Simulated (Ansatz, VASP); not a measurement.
# Bi: VASP beside Ansatz

```xyz
2
Lattice="2.2730 1.3123 3.9540 -2.2730 1.3123 3.9540 0.0000 -2.6246 3.9540" Properties=species:S:1:pos:R:3 pbc="T T T"
Bi    0.0000    0.0000    2.7744
Bi    0.0000    0.0000    9.0876
```

Alike in both runs: task single point; functional PBE; k mesh 12 × 12 × 12; occupations gaussian, width 0.15 eV; no spin polarisation.

```csv
,VASP,Ansatz
version,VASP 6.6.1,Ansatz 0.2.0
potentials or method,"VASP PAW PBE potentials, release 64 (Bi_d), cutoff 520 eV","scalar-relativistic, plane waves, PAW"
valence electrons in the cell,30,30
```

```tsv
	VASP	Ansatz	Ansatz less VASP
gap on the k mesh at the Fermi level (eV)	none	none	-
pressure (GPa)	1.7	1.8	+0.06
traceless stress, the component that is largest in VASP (GPa)	0.09	0.09	-0.003
rms of the force components (eV/Å)	0.115	0.111	-0.0040
```

Atom by atom the forces differ by 0.004 eV/Å (rms over components). A gap of «none» marks a metal or a gap that the smearing closes. The functional is the same, so the differences come from potentials, cutoffs and numerics.

Neither program's run includes spin-orbit coupling.
